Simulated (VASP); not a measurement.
# Si47Pb (a cell with a defect) in VASP: single point with PBE

Aim: the single point of Si47Pb (a cell with a defect) with PBE.

Program: VASP 6.6.1. These are calculated values, not measurements. Logs are shortened: lines on timing, memory, paths and dates and some standing lists are left out, and cuts for length are marked.

## (1) The cell of the first run

The cell holds a defect, 48 atoms: a = 11.384 Å, b = 7.590 Å, c = 12.710 Å, α = 90.00°, β = 90.00°, γ = 120.00°.

## (2) Single point, PBE

File INCAR:

```
ALGO     = Normal         # electronic algorithm
EDIFF    = 1E-6           # SCF threshold, eV
ENCUT    = 520            # plane-wave cutoff, eV
GGA      = PE             # functional
ISIF     = 2              # what is computed and relaxed
ISMEAR   = -1             # smearing method
LASPH    = True           # aspherical terms in the spheres
LCHARG   = False          # write CHGCAR
LREAL    = Auto         
LWAVE    = False          # write WAVECAR
NBANDS   = 131            # bands
NELECT   = 204.0        
NELM     = 100            # most SCF steps
PREC     = Accurate       # precision mode
SIGMA    = 0.01           # smearing width, eV
```

File KPOINTS:

```
k-points
0
Gamma
  2 3 2
```

File POSCAR:

```
Si47Pb
1.0
   11.3844000000      0.0000000000      0.0000000000
   -3.7948000000      6.5727864046      0.0000000000
    0.0000000000      0.0000000000     12.7099000000
Si Pb
47 1
Direct
    0.0000000000      0.0000000000      0.4062000000
    0.0000000000      0.5000000000      0.4062000000
    0.3333333333      0.0000000000      0.4062000000
    0.3333333333      0.5000000000      0.4062000000
    0.6666666667      0.0000000000      0.4062000000
    0.6666666667      0.5000000000      0.4062000000
    0.0000000000      0.0000000000      0.9062000000
    0.0000000000      0.5000000000      0.9062000000
    0.3333333333      0.0000000000      0.9062000000
    0.3333333333      0.5000000000      0.9062000000
    0.6666666667      0.0000000000      0.9062000000
    0.6666666667      0.5000000000      0.9062000000
    0.0000000000      0.0000000000      0.0938000000
    0.0000000000      0.5000000000      0.0938000000
    0.3333333333      0.0000000000      0.0938000000
    0.3333333333      0.5000000000      0.0938000000
    0.6666666667      0.0000000000      0.0938000000
    0.6666666667      0.5000000000      0.0938000000
    0.0000000000      0.0000000000      0.5938000000
    0.0000000000      0.5000000000      0.5938000000
    0.3333333333      0.0000000000      0.5938000000
    0.3333333333      0.5000000000      0.5938000000
    0.6666666667      0.0000000000      0.5938000000
    0.6666666667      0.5000000000      0.5938000000
    0.1111111111      0.8333333334      0.3437000000
    0.4444444444      0.3333333334      0.3437000000
    0.4444444444      0.8333333334      0.3437000000
    0.7777777778      0.3333333334      0.3437000000
    0.7777777778      0.8333333334      0.3437000000
    0.2222222222      0.1666666666      0.8437000000
    0.2222222222      0.6666666666      0.8437000000
    0.5555555556      0.1666666666      0.8437000000
    0.5555555556      0.6666666666      0.8437000000
    0.8888888889      0.1666666666      0.8437000000
    0.8888888889      0.6666666666      0.8437000000
    0.1111111111      0.3333333334      0.1563000000
    0.1111111111      0.8333333334      0.1563000000
    0.4444444444      0.3333333334      0.1563000000
    0.4444444444      0.8333333334      0.1563000000
    0.7777777778      0.3333333334      0.1563000000
    0.7777777778      0.8333333334      0.1563000000
    0.2222222222      0.1666666666      0.6563000000
    0.2222222222      0.6666666666      0.6563000000
    0.5555555556      0.1666666666      0.6563000000
    0.5555555556      0.6666666666      0.6563000000
    0.8888888889      0.1666666666      0.6563000000
    0.8888888889      0.6666666666      0.6563000000
    0.1111111111      0.3333333334      0.3437000000
```

Potentials or basis: VASP PAW PBE potentials, release 64 (Si, Pb_d).

The run is started by

```bash
> cat potpaw_PBE.64/Si/POTCAR potpaw_PBE.64/Pb_d/POTCAR > POTCAR
> mpirun -np 1 vasp_std > vasp.out
```

OUTCAR:

```text
EDIFF = 1E-6
   ENCUT = 520
   GGA = PE
   ISIF = 2
   ISMEAR = -1
   LASPH = True
   LREAL = Auto
   NELECT = 204.0
   NELM = 100
   PREC = Accurate

 ion  position               nearest neighbor table
   1  0.000  0.000  0.406-  25 2.33  29 2.33  48 2.33  19 2.38
   2  0.000  0.500  0.406-  48 2.33  28 2.33  25 2.33  20 2.38
   3  0.333  0.000  0.406-  27 2.33  25 2.33  26 2.33  21 2.38
   4  0.333  0.500  0.406-  26 2.33  48 2.33  27 2.33  22 2.38
   5  0.667  0.000  0.406-  29 2.33  28 2.33  27 2.33  23 2.38
   6  0.667  0.500  0.406-  28 2.33  29 2.33  26 2.33  24 2.38
[... 40 lines left out ...]
  47  0.889  0.667  0.656-  20 2.33  24 2.33  19 2.33  35 2.38
  48  0.111  0.333  0.344-   2 2.33   4 2.33   1 2.33  36 2.38

  Warning from LATTYP: Monoclinic adjustment (A1->A3, A2->A1, A3->A2)!
  Warning from LATTYP: Got some problem with cell dimensions!
  Tried to take original basis but could not verify dimensions!
  LATTYP: Found a simple monoclinic cell.
 ALAT       =     7.5896000000
 B/A-ratio  =     1.6746468852
 C/A-ratio  =     1.3228756555
 COS(beta)  =    -0.1889822365

  Lattice vectors:

 A1 = (  -3.7948000000,   6.5727864046,   0.0000000000)
 A2 = (   0.0000000000,   0.0000000000, -12.7099000000)
 A3 = (  -7.5896000000,  -6.5727864046,   0.0000000000)

Analysis of symmetry for initial positions (statically):
=====================================================================
 Subroutine PRICEL returns:
 Original cell was already a primitive cell.

 Routine SETGRP: Setting up the symmetry group for a
 simple monoclinic supercell.

 Subroutine GETGRP returns: Found  1 space group operations
 (whereof  1 operations were pure point group operations)
 out of a pool of  4 trial point group operations.

The static configuration has the point symmetry C_1 .

Analysis of symmetry for dynamics (positions and initial velocities):
=====================================================================
 Subroutine PRICEL returns:
 Original cell was already a primitive cell.

 Routine SETGRP: Setting up the symmetry group for a
 simple monoclinic supercell.

 Subroutine GETGRP returns: Found  1 space group operations
 (whereof  1 operations were pure point group operations)
 out of a pool of  4 trial point group operations.

The dynamic configuration has the point symmetry C_1 .

 Subroutine INISYM returns: Found  1 space group operations
 (whereof  1 operations are pure point group operations),
 and found     1 'primitive' translations

----------------------------------------------------------------------------------------

                                     Primitive cell

  volume of cell :     951.0466

  direct lattice vectors                    reciprocal lattice vectors
    11.384400000  0.000000000  0.000000000     0.087839500  0.050714159  0.000000000
    -3.794800000  6.572786405  0.000000000     0.000000000  0.152142476  0.000000000
     0.000000000  0.000000000 12.709900000     0.000000000  0.000000000  0.078678825

  length of vectors
    11.384400000  7.589600000 12.709900000     0.101428318  0.152142476  0.078678825

  position of ions in fractional coordinates (direct lattice)
     0.000000000  0.000000000  0.406200000
     0.000000000  0.500000000  0.406200000
     0.333333333  0.000000000  0.406200000
     0.333333333  0.500000000  0.406200000
     0.666666667  0.000000000  0.406200000
     0.666666667  0.500000000  0.406200000
[... 40 lines left out ...]
     0.888888889  0.666666667  0.656300000
     0.111111111  0.333333333  0.343700000

  ion indices of the primitive-cell ions
   primitive index   ion index
                 1           1
                 2           2
                 3           3
                 4           4
                 5           5
                 6           6
[... 40 lines left out ...]
                47          47
                48          48

[... 30 lines left out ...]
|     Your reciprocal lattice and k-lattice belong to different lattice       |
|     classes:                                                                |
|                                                                             |
|        The reciprocal lattice is simple monoclinic,                         |
|        whereas your k-lattice is hexagonal.                                 |
|                                                                             |
|     Results are often still useful ...                                      |
|                                                                             |
 -----------------------------------------------------------------------------

 Subroutine IBZKPT returns following result:
 ===========================================

 Found      8 irreducible k-points:

 Following reciprocal coordinates:
            Coordinates               Weight
  0.000000  0.000000  0.000000      1.000000
  0.500000  0.000000  0.000000      1.000000
  0.000000  0.333333  0.000000      2.000000
  0.500000  0.333333  0.000000      2.000000
  0.000000  0.000000  0.500000      1.000000
  0.500000  0.000000  0.500000      1.000000
  0.000000  0.333333  0.500000      2.000000
  0.500000  0.333333  0.500000      2.000000
   k-points           NKPTS =      8   k-points in BZ     NKDIM =      8   number of bands    NBANDS=    131
   number of dos      NEDOS =    301   number of ions     NIONS =     48
   total plane-waves  NPLWV = 483840
   dimension x,y,z NGX =    90 NGY =   56 NGZ =   96
   dimension x,y,z NGXF=   180 NGYF=  112 NGZF=  192
   ions per type =              47   1
   NGX,Y,Z   is equivalent  to a cutoff of  13.14, 12.27, 12.56 a.u.
   NGXF,Y,Z  is equivalent  to a cutoff of  26.29, 24.53, 25.11 a.u.
 SYSTEM =  unknown system
   PREC   = accura    normal or accurate (medium, high low for compatibility)
   ISTART =      0    job   : 0-new  1-cont  2-samecut
   ICHARG =      2    charge: 1-file 2-atom 10-const
   ISPIN  =      1    spin polarized calculation?
   LNONCOLLINEAR =      F non collinear calculations
   LSORBIT =      F    spin-orbit coupling
   LASPH  =      T    aspherical Exc in radial PAW
   ENCUT  =  520.0 eV  38.22 Ry    6.18 a.u.  21.17 14.11 23.63*2*pi/ulx,y,z
   NELM   =    100;   NELMIN=  2; NELMDL= -5     # of ELM steps
   EDIFF  = 0.1E-05   stopping-criterion for ELM
   LREAL  =      T    real-space projection
   EDIFFG = 0.1E-04   stopping-criterion for IOM
   NSW    =      0    number of steps for IOM
   IBRION =     -1    ionic relax: 0-MD 1-quasi-New 2-CG
   NFREE  =      0    steps in history (QN), initial steepest desc. (CG)
   ISIF   =      2    stress and relaxation
   ISYM   =      2    0-nonsym 1-usesym 2-fastsym
   POTIM  = 0.5000    time-step for ionic-motion
   TEBEG  =    0.0;   TEEND  =   0.0 temperature during run
   PSTRESS=    0.0 pullay stress
   NELECT =     204.0000    total number of electrons
   NUPDOWN=      -1.0000    fix difference up-down
   EMIN   =  10.00;   EMAX   =-10.00  energy-range for DOS
   EFERMI =   0.00;   METHOD = LEGACY
   ISMEAR =    -1;   SIGMA  =   0.01  broadening in eV -4-tet -1-fermi 0-gaus
   EFERMI_NEDOS =   21; number of points for ismear=-14 and -15
   IALGO  =     38    algorithm
   IMIX   =      4    mixing-type and parameters
     AMIX     =   0.40;   BMIX     =  1.00
     AMIX_MAG =   1.60;   BMIX_MAG =  1.00
  volume/ion in A,a.u.               =      19.81       133.71
  Fermi-wavevector in a.u.,A,eV,Ry     =   0.979981  1.851895 13.066526  0.960363
  Thomas-Fermi vector in A             =   2.110876
   LORBIT       =      0    0 simple, 1 ext, 2 COOP (PROOUT), +10 PAW based schemes
   GGA     = PE    functional components
   LHFCALC =     F    Hartree Fock is set to
   AEXX    =    0.0000 exact exchange contribution
   IVDW    =     0    specifies the selected vdW correction
   LEPSILON=     F    determine dielectric tensor
   LRPA    =     F    only Hartree local field effects (RPA)
 non-spin polarized calculation
  energy-cutoff  :      520.00
  volume of cell :      951.05
 maximum number of plane-waves:     25672
 NGX is ok and might be reduce to    90
   NGX = 43   NGY = 29   NGZ = 47

 number of electron     204.0000005 magnetization

 Free energy of the ion-electron system (eV)
  ---------------------------------------------------
  ext. energy  EPLUGINS =         0.00000000
  ---------------------------------------------------
  free energy    TOTEN  =      -240.67621967 eV

  energy without entropy =     -240.66633086  energy(sigma->0) =     -240.67127527

 E-fermi :   6.9656     XC(G=0):  -9.5602

 val. band max:        6.9633631406   @ k =   0.0000   0.0000   0.5000
 cond. band min:       6.9696838066   @ k =   0.5000   0.0000   0.5000
 fundamental gap:      0.0063206660
 Fermi energy:         6.9656136541

 k-point     1 :       0.0000    0.0000    0.0000
  band No.  band energies     occupation
      1     -11.4468      2.00000
      2     -11.4454      2.00000
      3     -11.4042      2.00000
      4     -11.1873      2.00000
      5     -11.1868      2.00000
      6      -6.2972      2.00000
[... 925 lines left out ...]
    113       8.1715      0.00000
    114       8.6922      0.00000
 [bands above 114 left out]

------------------------ aborting loop because EDIFF is reached ----------------------------------------

  FORCE on cell =-STRESS in cart. coord.  units (eV):
  Direction    XX          YY          ZZ          XY          YZ          ZX
  --------------------------------------------------------------------------------------
  -------------------------------------------------------------------------------------
  Total       58.9742320     59.0564429     24.2873416     -0.2866678      0.0084368      0.0168800
  in kB       99.3507333     99.4892297     40.9155850     -0.4829339      0.0142131      0.0284368
  external PRESSURE =      79.9185160 kB  Pullay stress =       0.0000000 kB

 VOLUME and BASIS-vectors are now :
 -----------------------------------------------------------------------------
  energy-cutoff  :      520.00
  volume of cell :      951.05
      direct lattice vectors                 reciprocal lattice vectors
    11.384400000  0.000000000  0.000000000     0.087839500  0.050714159  0.000000000
    -3.794800000  6.572786405  0.000000000     0.000000000  0.152142476  0.000000000
     0.000000000  0.000000000 12.709900000     0.000000000  0.000000000  0.078678825

 POSITION                                       TOTAL-FORCE (eV/Angst)
 -----------------------------------------------------------------------------------
      0.00000      0.00000      5.16276         0.006910     -3.394721      1.447362
     -1.89740      3.28639      5.16276        -2.938733      1.701200      1.445683
      3.79480      0.00000      5.16276         0.000440      0.001614      0.237367
      1.89740      3.28639      5.16276         2.959267      1.705725      1.445601
      7.58960      0.00000      5.16276         0.008350      0.020315      0.227646
      5.69220      3.28639      5.16276        -0.005487     -0.021189      0.207904
[... 40 lines left out ...]
      7.58960      4.38186      8.34151         0.006277     -0.000322      0.206265
     -0.00000      2.19093      4.36839         0.004774      0.007956     -0.760917
 -----------------------------------------------------------------------------------
    total drift:                                0.003425      0.000555     -0.001462

  FREE ENERGIE OF THE ION-ELECTRON SYSTEM (eV)
  ---------------------------------------------------
  free  energy   TOTEN  =      -240.6762196745 eV

  energy  without entropy=     -240.6663308570  energy(sigma->0) =     -240.67127527
```

Run time: 18 min. Hardware: 1 thread of AMD EPYC 9R45 (Zen 5), shared host; peak memory 1.2 GiB.

What came out:

```
Free energy   : -240.6762 eV
Largest force : 3.709 eV/Å
```

Forces on the atoms (eV/Å):
```
Si   0.007 -3.395  1.447
Si  -2.939  1.701  1.446
Si   0.000  0.002  0.237
Si   2.959  1.706  1.446
Si   0.008  0.020  0.228
Si  -0.005 -0.021  0.208
Si   0.011 -0.017  0.211
Si  -0.009  0.018  0.209
Si  -0.003 -0.003  0.191
Si   0.009  0.007  0.203
Si  -0.015 -0.011  0.199
Si  -0.008 -0.002  0.203
Si  -0.015  0.019 -0.293
Si   0.008 -0.024 -0.297
Si   0.010  0.005 -0.214
Si  -0.010 -0.006 -0.281
Si   0.016  0.003 -0.216
Si   0.013  0.013 -0.220
Si   0.011 -0.069 -0.218
Si  -0.056  0.044 -0.219
Si  -0.006 -0.003 -0.206
Si   0.057  0.034 -0.208
Si  -0.016 -0.009 -0.212
Si  -0.011 -0.006 -0.220
Si  -0.084 -0.052 -0.106
Si   0.043  0.066 -0.150
Si   0.066  0.002 -0.168
Si  -0.062  0.063 -0.145
Si   0.000 -0.094 -0.162
Si   0.008  0.009 -0.157
Si   0.014  0.000 -0.159
Si  -0.005 -0.005 -0.153
Si  -0.004 -0.004 -0.159
Si   0.007  0.003 -0.143
Si   0.000 -0.002 -0.167
Si   0.021  0.012 -2.954
Si   0.018  0.014  0.163
Si  -0.025 -0.003  0.172
Si  -0.014 -0.015  0.166
Si  -0.011 -0.008  0.176
Si  -0.017 -0.004  0.176
Si   0.017  0.005  0.180
Si   0.013  0.008  0.180
Si  -0.002  0.000  0.179
Si  -0.007 -0.009  0.188
Si  -0.003 -0.001  0.172
Si   0.006  0.000  0.206
Pb   0.005  0.008 -0.761
```

Caveat: the cell carries a net charge on a neutralising background, which shifts energy and pressure; the cell is charged against a uniform background, so pressure and absolute levels hang on convention; spin-orbit coupling is left out, which moves the levels of the heavy elements.
